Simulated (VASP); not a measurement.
# Ba5Sr11O16 (P1) in VASP: single point with PBEsol

Aim: the single point of Ba5Sr11O16 with PBEsol.

Everything below comes from runs of VASP 6.6.1. Logs are shortened: lines on timing, memory, paths and dates and some standing lists are left out, and cuts for length are marked.

## 1. The cell of the first run

The typed cell holds 64 atoms: a = 10.449 Å, b = 10.449 Å, c = 10.449 Å, α = 90.00°, β = 90.00°, γ = 90.00°.

## 2. Single point, PBEsol

INCAR

```
ALGO = Normal
EDIFF = 1E-6
ENCUT = 520
GGA = PS
ISIF = 2
ISMEAR = -1
LASPH = True
LCHARG = False
LREAL = Auto
LWAVE = False
NBANDS = 294
NELM = 100
PREC = Accurate
SIGMA = 0.05
```

KPOINTS

```
Automatic mesh
0
Gamma
  1 1 1
  0.5 0.5 0.5
```

POSCAR

```
Ba5Sr11O16
1.0
   10.4490515423      0.0000000000      0.0000000000
    0.0000000000     10.4490515423      0.0000000000
    0.0000000000      0.0000000000     10.4490515423
O Sr Ba
32 22 10
Direct
    0.2507700000      0.0006230000      0.9979280000
    0.2419340000      0.0023960000      0.5022580000
    0.2581170000      0.4996530000      0.9930280000
    0.2492780000      0.4991020000      0.5091720000
    0.7504870000      0.0012420000      0.9932840000
    0.7573660000      0.0079240000      0.5091960000
    0.7437950000      0.4979310000      0.9968410000
    0.7493730000      0.4919370000      0.5030490000
    0.0002710000      0.2421660000      0.9995680000
    0.0010310000      0.2428110000      0.5009200000
    0.0013550000      0.7585310000      0.9981740000
    0.0058510000      0.7594620000      0.5023250000
    0.5003840000      0.2490900000      0.9976740000
    0.4989390000      0.2491580000      0.5015610000
    0.4992360000      0.7515270000      0.9937590000
    0.4902430000      0.7514870000      0.5098980000
    0.9979940000      0.0011170000      0.2485930000
    0.9931810000      0.0008490000      0.7522600000
    0.9922810000      0.4977920000      0.2490000000
    0.9971270000      0.4998770000      0.7515370000
    0.5020940000      0.0088070000      0.2393310000
    0.5083530000      0.0021090000      0.7577270000
    0.5081840000      0.4925950000      0.2396090000
    0.5026230000      0.4988470000      0.7575450000
    0.2487420000      0.2522800000      0.2495660000
    0.2498670000      0.2571610000      0.7508200000
    0.2415950000      0.7481810000      0.2481560000
    0.2479710000      0.7429090000      0.7524350000
    0.7515420000      0.2560890000      0.2479340000
    0.7506180000      0.2523850000      0.7520330000
    0.7572610000      0.7413740000      0.2409880000
    0.7511480000      0.7475270000      0.7565910000
    0.9985540000      0.0005870000      0.9981650000
    0.9997520000      0.0021860000      0.5026530000
    0.5022730000      0.0022790000      0.9967440000
    0.5018220000      0.4979150000      0.9967800000
    0.2517940000      0.2501150000      0.9980240000
    0.2479190000      0.2503900000      0.5023740000
    0.2497870000      0.7502470000      0.9964900000
    0.2462670000      0.7504480000      0.5048190000
    0.7491560000      0.2498900000      0.9978970000
    0.7518870000      0.2501220000      0.5024970000
    0.7505580000      0.7498950000      0.9968110000
    0.2515510000      0.4997880000      0.7520500000
    0.7516250000      0.0023550000      0.7531530000
    0.7502480000      0.4966300000      0.2454470000
    0.7486900000      0.4981140000      0.7534410000
    0.9983400000      0.2484150000      0.2497110000
    0.9983620000      0.2487350000      0.7507950000
    0.9996680000      0.7518520000      0.2476170000
    0.9995410000      0.7519480000      0.7524200000
    0.5022100000      0.2515230000      0.2453650000
    0.5019940000      0.2518150000      0.7533400000
    0.4999700000      0.7484020000      0.7545660000
    0.9991870000      0.4998580000      0.9989820000
    0.9993940000      0.4989240000      0.5014780000
    0.4999250000      0.0026110000      0.5029410000
    0.4996590000      0.4979500000      0.5025530000
    0.7525470000      0.7500890000      0.5029930000
    0.2478750000      0.0014570000      0.2488420000
    0.2490220000      0.0005040000      0.7513820000
    0.2499990000      0.4989870000      0.2488210000
    0.7519140000      0.0024540000      0.2475440000
    0.4999180000      0.7485350000      0.2453050000
```

Potentials or basis: VASP PAW PBE potentials, release 64 (O, Sr_sv, Ba_sv).

On the command line:

```console
cat potpaw_PBE.64/O/POTCAR potpaw_PBE.64/Sr_sv/POTCAR potpaw_PBE.64/Ba_sv/POTCAR > POTCAR
mpirun -np 1 vasp_std > vasp.out
```

OUTCAR:

```text
EDIFF = 1E-6
   ENCUT = 520
   GGA = PS
   ISIF = 2
   ISMEAR = -1
   LASPH = True
   LREAL = Auto
   NELM = 100
   PREC = Accurate

 ion  position               nearest neighbor table
   1  0.251  0.001  0.998-  61 2.58  37 2.61  39 2.62  60 2.62  35 2.63  33 2.64
   2  0.242  0.002  0.502-  34 2.53  38 2.59  61 2.60  40 2.63  60 2.65  57 2.70
   3  0.258  0.500  0.993-  44 2.52  36 2.55  37 2.61  39 2.62  62 2.67  55 2.71
   4  0.249  0.499  0.509-  44 2.54  38 2.60  56 2.61  58 2.62  40 2.63  62 2.72
   5  0.750  0.001  0.993-  45 2.51  33 2.59  35 2.59  41 2.60  43 2.63  63 2.66
   6  0.757  0.008  0.509-  42 2.53  34 2.53  45 2.55  57 2.69  59 2.70  63 2.74
[... 76 lines left out ...]
  58  0.500  0.498  0.503-  14 2.60   8 2.61   4 2.62  16 2.65  24 2.66  23 2.75  53 3.67  44 3.68
                            38 3.69  47 3.69  42 3.69  54 3.71  62 3.72  52 3.72  59 3.73  40 3.74
  59  0.753  0.750  0.503-  12 2.65  32 2.65   6 2.70   8 2.70  31 2.74  16 2.74  51 3.67  56 3.68
                            34 3.69  45 3.71  47 3.71  50 3.71  54 3.73  58 3.73  57 3.73  63 3.75
  60  0.248  0.001  0.249-  17 2.61  25 2.62   1 2.62  27 2.65   2 2.65  21 2.66  48 3.67  50 3.68
                            37 3.69  33 3.69  34 3.71  38 3.71  39 3.72  52 3.73  64 3.73  57 3.74
  61  0.249  0.001  0.751-   1 2.58   2 2.60  18 2.67  26 2.68  28 2.69  22 2.71  39 3.66  37 3.67
                            40 3.67  33 3.67  34 3.68  51 3.68  35 3.68  38 3.69  49 3.69  57 3.69
  62  0.250  0.499  0.249-  25 2.58  27 2.61   3 2.67  19 2.69  23 2.70   4 2.72  64 3.69  37 3.69
                            52 3.69  55 3.70  38 3.71  48 3.71  50 3.72  56 3.72  58 3.72  39 3.72
  63  0.752  0.002  0.248-  17 2.57  21 2.61  29 2.65   5 2.66  31 2.73   6 2.74  48 3.64  33 3.66
                            41 3.67  50 3.68  52 3.69  35 3.70  42 3.71  34 3.72  43 3.72  64 3.74
  64  0.500  0.749  0.245-  15 2.63  23 2.68  31 2.69  27 2.70  21 2.72  16 2.77  39 3.69  43 3.69
                            36 3.69  62 3.69  46 3.71  35 3.71  60 3.73  63 3.74  58 3.75  59 3.77

  LATTYP: Found a simple cubic cell.
 ALAT       =    10.4490515423

  Lattice vectors:

 A1 = (  10.4490515423,   0.0000000000,   0.0000000000)
 A2 = (   0.0000000000,  10.4490515423,   0.0000000000)
 A3 = (   0.0000000000,   0.0000000000,  10.4490515423)

Analysis of symmetry for initial positions (statically):
=====================================================================
 Subroutine PRICEL returns:
 Original cell was already a primitive cell.

 Routine SETGRP: Setting up the symmetry group for a
 simple cubic supercell.

 Subroutine GETGRP returns: Found  1 space group operations
 (whereof  1 operations were pure point group operations)
 out of a pool of 48 trial point group operations.

The static configuration has the point symmetry C_1 .

Analysis of symmetry for dynamics (positions and initial velocities):
=====================================================================
 Subroutine PRICEL returns:
 Original cell was already a primitive cell.

 Routine SETGRP: Setting up the symmetry group for a
 simple cubic supercell.

 Subroutine GETGRP returns: Found  1 space group operations
 (whereof  1 operations were pure point group operations)
 out of a pool of 48 trial point group operations.

The dynamic configuration has the point symmetry C_1 .

 Subroutine INISYM returns: Found  1 space group operations
 (whereof  1 operations are pure point group operations),
 and found     1 'primitive' translations

----------------------------------------------------------------------------------------

                                     Primitive cell

  volume of cell :    1140.8554

  direct lattice vectors                    reciprocal lattice vectors
    10.449051542  0.000000000  0.000000000     0.095702466  0.000000000  0.000000000
     0.000000000 10.449051542  0.000000000     0.000000000  0.095702466  0.000000000
     0.000000000  0.000000000 10.449051542     0.000000000  0.000000000  0.095702466

  length of vectors
[... 137 lines left out ...]
 KPOINTS: Automatic mesh

Automatic generation of k-mesh.
 Grid dimensions read from file:
 generate k-points for:    1    1    1

 Generating k-lattice:

  Cartesian coordinates                     Fractional coordinates (reciprocal lattice)
     0.095702466  0.000000000  0.000000000     1.000000000  0.000000000  0.000000000
     0.000000000  0.095702466  0.000000000     0.000000000  1.000000000  0.000000000
     0.000000000  0.000000000  0.095702466     0.000000000  0.000000000  1.000000000

  Length of vectors
     0.095702466  0.095702466  0.095702466

  Shift w.r.t. Gamma in fractional coordinates (k-lattice)
     0.500000000  0.500000000  0.500000000

 Subroutine IBZKPT returns following result:
 ===========================================

 Found      1 irreducible k-points:

 Following reciprocal coordinates:
            Coordinates               Weight
  0.500000  0.500000  0.500000      1.000000
   k-points           NKPTS =      1   k-points in BZ     NKDIM =      1   number of bands    NBANDS=    294
   number of dos      NEDOS =    301   number of ions     NIONS =     64
   total plane-waves  NPLWV = 512000
   dimension x,y,z NGX =    80 NGY =   80 NGZ =   80
   dimension x,y,z NGXF=   160 NGYF=  160 NGZF=  160
   ions per type =              32  22  10
   NGX,Y,Z   is equivalent  to a cutoff of  12.73, 12.73, 12.73 a.u.
   NGXF,Y,Z  is equivalent  to a cutoff of  25.46, 25.46, 25.46 a.u.
 SYSTEM =  unknown system
   PREC   = accura    normal or accurate (medium, high low for compatibility)
   ISTART =      0    job   : 0-new  1-cont  2-samecut
   ICHARG =      2    charge: 1-file 2-atom 10-const
   ISPIN  =      1    spin polarized calculation?
   LNONCOLLINEAR =      F non collinear calculations
   LSORBIT =      F    spin-orbit coupling
   LASPH  =      T    aspherical Exc in radial PAW
   ENCUT  =  520.0 eV  38.22 Ry    6.18 a.u.  19.43 19.43 19.43*2*pi/ulx,y,z
   NELM   =    100;   NELMIN=  2; NELMDL= -5     # of ELM steps
   EDIFF  = 0.1E-05   stopping-criterion for ELM
   LREAL  =      T    real-space projection
   EDIFFG = 0.1E-04   stopping-criterion for IOM
   NSW    =      0    number of steps for IOM
   IBRION =     -1    ionic relax: 0-MD 1-quasi-New 2-CG
   NFREE  =      0    steps in history (QN), initial steepest desc. (CG)
   ISIF   =      2    stress and relaxation
   ISYM   =      2    0-nonsym 1-usesym 2-fastsym
   POTIM  = 0.5000    time-step for ionic-motion
   TEBEG  =    0.0;   TEEND  =   0.0 temperature during run
   PSTRESS=    0.0 pullay stress
   NELECT =     512.0000    total number of electrons
   NUPDOWN=      -1.0000    fix difference up-down
   EMIN   =  10.00;   EMAX   =-10.00  energy-range for DOS
   EFERMI =   0.00;   METHOD = LEGACY
   ISMEAR =    -1;   SIGMA  =   0.05  broadening in eV -4-tet -1-fermi 0-gaus
   EFERMI_NEDOS =   21; number of points for ismear=-14 and -15
   IALGO  =     38    algorithm
   IMIX   =      4    mixing-type and parameters
     AMIX     =   0.40;   BMIX     =  1.00
     AMIX_MAG =   1.60;   BMIX_MAG =  1.00
  volume/ion in A,a.u.               =      17.83       120.29
  Fermi-wavevector in a.u.,A,eV,Ry     =   1.253395  2.368573 21.374738  1.570999
  Thomas-Fermi vector in A             =   2.387250
   LORBIT       =      0    0 simple, 1 ext, 2 COOP (PROOUT), +10 PAW based schemes
   GGA     = PS    functional components
   LHFCALC =     F    Hartree Fock is set to
   AEXX    =    0.0000 exact exchange contribution
   IVDW    =     0    specifies the selected vdW correction
   LEPSILON=     F    determine dielectric tensor
   LRPA    =     F    only Hartree local field effects (RPA)
 non-spin polarized calculation
  energy-cutoff  :      520.00
  volume of cell :     1140.86
 maximum number of plane-waves:     30688
 NGX is ok and might be reduce to    80
   NGX = 39   NGY = 39   NGZ = 39

 number of electron     512.0000006 magnetization

 Free energy of the ion-electron system (eV)
  ---------------------------------------------------
  ext. energy  EPLUGINS =         0.00000000
  ---------------------------------------------------
  free energy    TOTEN  =      -403.95230424 eV

  energy without entropy =     -403.95230424  energy(sigma->0) =     -403.95230424

 E-fermi :   2.5265     XC(G=0): -10.2626

 val. band max:        1.2499967405   @ k =   0.5000   0.5000   0.5000
 cond. band min:       5.5457852910   @ k =   0.5000   0.5000   0.5000
 fundamental gap:      4.2957885505
 Fermi energy:         2.5265315188

 k-point     1 :       0.5000    0.5000    0.5000
  band No.  band energies     occupation
      1     -30.8517      2.00000
      2     -30.8358      2.00000
      3     -30.8236      2.00000
      4     -30.8204      2.00000
      5     -30.8031      2.00000
      6     -30.7974      2.00000
[... 260 lines left out ...]
    267       6.1480      0.00000
    268       6.1736      0.00000
 [bands above 268 left out]

------------------------ aborting loop because EDIFF is reached ----------------------------------------

  FORCE on cell =-STRESS in cart. coord.  units (eV):
  Direction    XX          YY          ZZ          XY          YZ          ZX
  --------------------------------------------------------------------------------------
  -------------------------------------------------------------------------------------
  Total        8.3883878      8.1966236      8.6336674      0.1434655      0.0896702     -0.2151478
  in kB       11.7803574     11.5110505     12.1248196      0.2014779      0.1259297     -0.3021460
  external PRESSURE =      11.8054091 kB  Pullay stress =       0.0000000 kB

 VOLUME and BASIS-vectors are now :
 -----------------------------------------------------------------------------
  energy-cutoff  :      520.00
  volume of cell :     1140.86
      direct lattice vectors                 reciprocal lattice vectors
    10.449051542  0.000000000  0.000000000     0.095702466  0.000000000  0.000000000
     0.000000000 10.449051542  0.000000000     0.000000000  0.095702466  0.000000000
     0.000000000  0.000000000 10.449051542     0.000000000  0.000000000  0.095702466

 POSITION                                       TOTAL-FORCE (eV/Angst)
 -----------------------------------------------------------------------------------
      2.62031      0.00651     10.42740         0.001570     -0.001975      0.032268
      2.52798      0.02504      5.24812        -0.059711     -0.001707     -0.032017
      2.69708      5.22090     10.37620         0.053794      0.003768     -0.063076
      2.60472      5.21514      5.32036         0.001612      0.000137      0.045951
      7.84188      0.01298     10.37888         0.002407     -0.000253     -0.066286
      7.91376      0.08280      5.32062         0.059308      0.062022      0.046805
[... 56 lines left out ...]
      7.85679      0.02564      2.58660        -0.013651     -0.019506      0.020783
      5.22367      7.82148      2.56320        -0.005295      0.013315      0.040696
 -----------------------------------------------------------------------------------
    total drift:                               -0.006066      0.003873     -0.004971

  FREE ENERGIE OF THE ION-ELECTRON SYSTEM (eV)
  ---------------------------------------------------
  free  energy   TOTEN  =      -403.9523042389 eV

  energy  without entropy=     -403.9523042388  energy(sigma->0) =     -403.95230424
```

It took 30 min on 1 thread of AMD EPYC 7R43 (Zen 3), shared host; peak memory 1.1 GiB.

What came out:

```yaml
Free_energy: -403.9523 eV
Pressure: 1.2 GPa
Largest_force: 0.098 eV/Å
Band_gap_on_the_k_mesh: 4.30 eV
```

Forces in eV/Å, atoms in the order of the input:
```
O    0.002 -0.002  0.032
O   -0.060 -0.002 -0.032
O    0.054  0.004 -0.063
O    0.002  0.000  0.046
O    0.002  0.000 -0.066
O    0.059  0.062  0.047
O   -0.064  0.006  0.008
O    0.002 -0.061 -0.004
O    0.001 -0.059 -0.001
O   -0.002 -0.059  0.001
O   -0.004  0.054  0.004
O    0.073  0.047 -0.006
O    0.002  0.000 -0.003
O    0.002  0.019 -0.001
O    0.006 -0.002 -0.087
O   -0.047 -0.020  0.043
O    0.026 -0.002  0.000
O   -0.065 -0.001 -0.004
O   -0.057  0.002  0.021
O    0.001  0.002 -0.019
O   -0.030  0.051 -0.041
O    0.055 -0.007  0.067
O    0.056 -0.067 -0.042
O   -0.003  0.004  0.066
O   -0.003 -0.031 -0.001
O    0.002  0.061  0.002
O   -0.062  0.034  0.002
O    0.004 -0.059 -0.004
O   -0.002  0.072  0.003
O   -0.001 -0.001  0.000
O    0.065 -0.050 -0.051
O   -0.001  0.005  0.079
Sr   0.005 -0.001  0.005
Sr   0.006 -0.001 -0.006
Sr  -0.004  0.000  0.002
Sr  -0.001 -0.001 -0.004
Sr   0.004 -0.003  0.003
Sr   0.000  0.000 -0.002
Sr   0.003  0.003  0.003
Sr  -0.001 -0.001 -0.002
Sr  -0.005 -0.001  0.001
Sr  -0.002  0.004  0.000
Sr  -0.007 -0.001 -0.006
Sr   0.002  0.002 -0.006
Sr   0.001 -0.001  0.001
Sr   0.001 -0.005  0.004
Sr  -0.002  0.001 -0.005
Sr   0.005 -0.001  0.003
Sr   0.000  0.001 -0.001
Sr   0.008  0.004  0.001
Sr   0.003 -0.001  0.002
Sr  -0.002  0.000  0.004
Sr   0.001  0.004 -0.001
Sr  -0.001 -0.002  0.002
Ba   0.011  0.005  0.010
Ba   0.001  0.008 -0.010
Ba  -0.005 -0.019 -0.028
Ba  -0.005  0.013 -0.019
Ba  -0.028  0.000 -0.025
Ba   0.012 -0.005  0.009
Ba   0.007 -0.005 -0.014
Ba   0.002  0.008  0.020
Ba  -0.014 -0.020  0.021
Ba  -0.005  0.013  0.041
```

Caveat: the k points lie up to 0.60 Å⁻¹ apart; the PAW data sets were made with another functional, which shifts forces and pressure a little; spin-orbit coupling is left out, which moves the levels of the heavy elements; a shifted mesh leaves out Γ, where band edges can lie.
